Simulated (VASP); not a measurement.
Si62Sb (a cell with a defect): single point with PBE

Si62Sb (a cell with a defect):

```xyz
63
Lattice="10.8600 0.0000 0.0000 0.0000 10.8600 0.0000 0.0000 0.0000 10.8600" Properties=species:S:1:pos:R:3 pbc="T T T"
Si    5.4093    0.0071    0.0062
Si    6.7898    1.3527    1.3612
Si    8.1354    2.7331    0.0062
Si    9.5171    4.0621    1.3627
Si    8.1480   -0.0056    2.7200
Si    9.5059    1.3164    4.1083
Si   -0.0194    0.0102   -0.0047
Si    1.3692    1.3611    1.3447
Si    2.6988    2.7428   -0.0189
Si    4.0712    4.0713    1.3534
Si    5.3997    5.4437   -0.0189
Si    6.7814    6.7733    1.3447
Si    8.1323    8.1620   -0.0048
Si    9.4987    9.5038    1.3541
Si    2.7239    0.0071    2.6917
Si    4.0790    1.3527    4.0721
Si    5.4273    2.7151    2.7096
Si    6.7898    4.0636    4.0720
Si    8.1354    5.4186    2.6917
Si    9.4939    6.7771    4.0510
Si    5.4379   -0.0055    5.4303
Si    6.8261    1.3165    6.7883
Si    8.1480    2.7047    5.4303
Si    9.4987    4.0706    6.7808
Si    8.1700   -0.0275    8.1969
Si    9.4939    1.3738    9.5077
Si   -0.0309    5.4591   -0.0344
Si    1.3419    6.8005    1.3222
Si    2.6833    8.1733   -0.0345
Si    4.0803    9.4853    1.3626
Si    0.0033    2.6964    2.7285
Si    1.3692    4.0801    4.0637
Si    2.6988    5.4436    2.6818
Si    4.0622    6.7732    4.0637
Si    5.4460    8.1392    2.7284
Si    6.8261    9.4965    4.1083
Si    0.0544   -0.0277    5.4524
Si    1.3653    1.3738    6.7761
Si    2.7239    2.7330    5.4176
Si    4.0804    4.0620    6.7994
Si    5.4093    5.4185    5.4176
Si    6.7686    6.7771    6.7761
Si    8.1701    8.0880    5.4523
Si    2.7131    0.0101    8.1228
Si    4.0623    1.3611    9.5115
Si    5.4460    2.6964    8.1456
Si    6.7814    4.0801    9.5115
Si    8.1323    5.4294    8.1227
Si    9.4337    6.7898    9.4948
Si   -0.0013    8.1437    2.7050
Si    1.3653    9.5086    4.0510
Si   -0.0193    5.4295    5.4147
Si    1.3525    6.7901    6.7165
Si    2.7130    8.1619    5.4146
Si    4.0719    9.5038    6.7809
Si   -0.0013    2.7197    8.1410
Si    1.3419    4.1025    9.4842
Si    2.6835    5.4590    8.1114
Si    4.0400    6.8005    9.4842
Si    5.4228    8.1437    8.1410
Si    6.7686    9.5086    9.5076
Si    1.3524    9.5686    9.4946
Sb   10.0101    8.9924    7.2926
```

* Program: VASP 6.6.1
* Task: single point
* Functional: PBE
* Potentials or basis: VASP PAW PBE potentials, release 64 (Si, Sb)
* Cutoff: 520 eV
* k mesh: 1 × 1 × 1
* Occupations: gaussian, width 0.05 eV
* Spin: collinear spin, zero start
* Dipole correction: no
* Further INCAR settings: LREAL = Auto; ALGO = Normal; EDIFF = 1e-06; NBANDS = 168

```yaml
Pressure: 2.3 GPa
Largest_force: 0.113 eV/Å
Net_moment: 0.01 μB per cell
Valence_electrons_inside_the_program's_atomic_spheres: Si 1.70, 1.69, 1.67, 1.66 (each value once); Sb 2.41
```

Forces on the atoms (eV/Å):
```
Si   0.002 -0.017  0.002
Si  -0.004  0.004 -0.008
Si   0.018 -0.002  0.001
Si  -0.003 -0.001  0.002
Si   0.007 -0.008  0.007
Si  -0.011  0.004 -0.003
Si  -0.002 -0.004 -0.005
Si  -0.006 -0.010 -0.006
Si   0.002 -0.005  0.003
Si  -0.009  0.011 -0.006
Si   0.003 -0.002  0.002
Si   0.011  0.006 -0.006
Si   0.005  0.002 -0.005
Si   0.007 -0.005  0.009
Si   0.002 -0.017  0.001
Si  -0.009  0.004 -0.002
Si   0.011 -0.013  0.010
Si  -0.003  0.007 -0.002
Si   0.018 -0.002  0.001
Si  -0.004 -0.002  0.003
Si   0.007 -0.007  0.007
Si  -0.003  0.004 -0.011
Si   0.008 -0.006  0.007
Si   0.005 -0.005  0.006
Si  -0.023  0.024  0.013
Si  -0.004 -0.003  0.002
Si   0.012 -0.005  0.002
Si  -0.003  0.004 -0.003
Si   0.002 -0.014  0.002
Si   0.001  0.004  0.001
Si   0.007 -0.010  0.009
Si  -0.006  0.006  0.010
Si   0.002 -0.002  0.003
Si  -0.004  0.006  0.010
Si   0.009 -0.008  0.009
Si  -0.003  0.012 -0.003
Si   0.013  0.025 -0.024
Si   0.001 -0.002 -0.004
Si   0.001 -0.002  0.019
Si   0.002 -0.001 -0.004
Si   0.002 -0.002  0.018
Si   0.002 -0.001 -0.004
Si  -0.024 -0.013 -0.025
Si  -0.005 -0.003 -0.004
Si  -0.007 -0.009 -0.006
Si   0.010 -0.010  0.007
Si   0.008  0.007 -0.006
Si   0.003  0.005 -0.004
Si  -0.008 -0.020  0.019
Si  -0.004  0.003 -0.002
Si   0.002  0.004  0.003
Si  -0.004  0.005  0.005
Si   0.019 -0.019 -0.009
Si  -0.005  0.002  0.005
Si   0.006 -0.005  0.007
Si  -0.005  0.002 -0.006
Si  -0.003  0.002 -0.003
Si   0.003 -0.005  0.011
Si  -0.003  0.003 -0.004
Si  -0.003  0.004 -0.005
Si   0.002  0.004  0.001
Si   0.020  0.008  0.021
Sb  -0.066  0.065 -0.064
```

Stress tensor (GPa, compression positive):
```
 2.32  0.21 -0.21
 0.21  2.32  0.21
-0.21  0.21  2.32
```

Levels at points of the mesh, in eV from the Fermi level:
Spin up:
```csv
k point,band 123,band 124,band 125,band 126,band 127,band 128,band 129,band 130
"(0.00, 0.00, 0.00)",-0.96,-0.96,-0.86,-0.16,0.02,0.03,0.12,0.12
```
Spin down:
| k point | band 124 | band 125 | band 126 | band 127 | band 128 | band 129 |
| --- | --- | --- | --- | --- | --- | --- |
| (0.00, 0.00, 0.00) | -0.96 | -0.86 | -0.16 | 0.02 | 0.03 | 0.12 |

It took 8.3 min on 1 thread of Intel(R) Xeon(R) 6975P-C (Granite Rapids), with other jobs on the host, peak memory 1.5 GiB.

Caveat: the k points lie up to 0.58 Å⁻¹ apart; no moment was typed at the start, so none could form; spin-orbit coupling is left out, which moves the levels of the heavy elements.
